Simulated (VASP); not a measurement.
Input of a VASP 6.6.1 run:

The input INCAR:

```
SYSTEM = Co
PREC = Accurate
ENCUT = 520
EDIFF = 1E-6
ISMEAR = -1
SIGMA = 0.08
LREAL = .FALSE.
LASPH = .TRUE.
NELM = 150
ALGO = Normal
ISIF = 2
LWAVE = .FALSE.
LCHARG = .TRUE.
ISPIN = 2
MAGMOM = 1.7 1.7
LORBIT = 11
LMAXMIX = 4
GGA = PS
LELF = .TRUE.
LVHAR = .TRUE.
NBANDS = 20
```

KPOINTS

```
Automatic mesh
0
G
  14 14 14
  0 0 0
```

POSCAR

```
Co
1.0
    0.0000000000      2.4758056874      2.4758056874
    2.4758056874      0.0000000000      2.4758056874
    2.4758056874      2.4758056874      0.0000000000
Co
2
Direct
   -0.1250000000     -0.1250000000     -0.1250000000
    0.1250000000      0.1250000000      0.1250000000
```

Potentials or basis: VASP PAW PBE potentials, release 64 (Co).

The run is started by

```bash
$ cat potpaw_PBE.64/Co/POTCAR > POTCAR
$ mpirun -np 1 vasp_std > vasp.out
```

(1) What does it give for the site moments?

(2) What does it give for the net moment?

(3) Estimate the pressure.

Answers

(1) Co +0.95 μB.

(2) 1.93 μB per cell.

(3) -5.1 GPa.

Caveat: the cell stands under tension; the PAW data sets were made with another functional, which shifts forces and pressure a little.
